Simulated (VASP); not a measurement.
**NaCl: single point with PBE**

NaCl:

```
CELL_PARAMETERS angstrom
0.00000 2.86270 2.86270
2.86270 0.00000 2.86270
2.86270 2.86270 0.00000
ATOMIC_POSITIONS crystal
Na 0.00000 0.00000 0.00000
Cl 0.50000 0.50000 0.50000
```

- Program: VASP 6.6.1
- Task: single point
- Functional: PBE
- Potentials or basis: VASP PAW PBE potentials, release 64 (Na_pv, Cl)
- Cutoff: 500 eV
- k mesh: 7 × 7 × 7
- Occupations: fermi-dirac, width 0.02 eV
- Spin: no spin polarisation
- Dipole correction: no
- Further INCAR settings: ALGO = Normal; EDIFF = 1e-06; NBANDS = 14

| Item | Value |
| --- | --- |
| Pressure | -0.4 GPa |
| Band gap on the k mesh | 4.94 eV, direct |

Levels at points of the mesh, in eV from the valence-band top:
| k point | band 4 | band 5 | band 6 | band 7 | band 8 | band 9 | band 10 | band 11 |
| --- | --- | --- | --- | --- | --- | --- | --- | --- |
| (0.00, 0.00, 0.00) | -12.56 | 0.00 | 0.00 | 0.00 | 4.94 | 11.07 | 11.07 | 11.07 |

Run time: 22 s on 1 thread of Intel Xeon 8259CL, on a shared host, peak memory 0.16 GiB.

As with any semilocal functional, this PBE gap is likely too small.
